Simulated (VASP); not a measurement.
A run of VASP 6.6.1 is set up as follows.

The input INCAR:

```
SYSTEM = Na
  ALGO = Normal
  EDIFF = 1E-6
  ENCUT = 520
  GGA = PE
  ISIF = 2
  ISMEAR = -1
  LASPH = .TRUE.
  LCHARG = .TRUE.
  LELF = .TRUE.
  LREAL = .FALSE.
  LVHAR = .TRUE.
  LWAVE = .FALSE.
  NBANDS = 10
  NELM = 60
  PREC = Accurate
  SIGMA = 0.03
```

The input KPOINTS:

```
k-points
0
G
  11 11 11
  0 0 0
```

The input POSCAR:

```
Na
1.0
   -2.1032881624      2.1032881624      2.1032881624
    2.1032881624     -2.1032881624      2.1032881624
    2.1032881624      2.1032881624     -2.1032881624
Na
1
Direct
    0.0000000000      0.0000000000      0.0000000000
```

Potentials or basis: VASP PAW PBE potentials, release 64 (Na_pv).

Command:

```console
$ cat potpaw_PBE.64/Na_pv/POTCAR > POTCAR
$ mpirun -np 1 vasp_std > vasp.out
```

(1) Predict the pressure.

Answers

(1) -0.1 GPa.
